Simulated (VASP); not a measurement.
A run of VASP 6.6.1:

File INCAR:

```
SYSTEM = ZnS
PREC = Accurate
ENCUT = 520
EDIFF = 1E-7
ISMEAR = -1
SIGMA = 0.05
LREAL = .FALSE.
LASPH = .TRUE.
NELM = 80
ALGO = Normal
ISIF = 2
LWAVE = .FALSE.
LCHARG = .TRUE.
GGA = B5
ALDAX = 1.0
AGGAX = 1.0
AGGAC = 1.0
ALDAC = 0.0
IVDW = 12
VDW_S6 = 1.0
VDW_S8 = 2.6996
VDW_A1 = 0.4298
VDW_A2 = 4.2359
LELF = .TRUE.
LVHAR = .TRUE.
NBANDS = 26
```

File KPOINTS:

```
regular mesh
0
G
  8 8 5
  0 0 0
```

File POSCAR:

```
ZnS
1.0
    3.8362391461      0.0000000000      0.0000000000
   -1.9181195731      3.3222805555      0.0000000000
    0.0000000000      0.0000000000      6.2752859714
Zn S
2 2
Direct
    0.6666666667      0.3333333333      0.5000000000
    0.3333333333      0.6666666667      0.0000000000
    0.6666666667      0.3333333333      0.8850000000
    0.3333333333      0.6666666667      0.3850000000
```

Potentials or basis: VASP PAW PBE potentials, release 64 (Zn, S).

Command:

```console
$ cat potpaw_PBE.64/Zn/POTCAR potpaw_PBE.64/S/POTCAR > POTCAR
$ mpirun -np 1 vasp_std > vasp.out
```

Hardware: 1 thread of Intel(R) Xeon(R) 6975P-C (Granite Rapids) (shared host).

Question: How long does it take, and how much memory?

Answer: Run time: 35 s on 1 thread of Intel(R) Xeon(R) 6975P-C (Granite Rapids), with other jobs on the host, peak memory 0.22 GiB. Counts: scf iterations 14, k points 30.
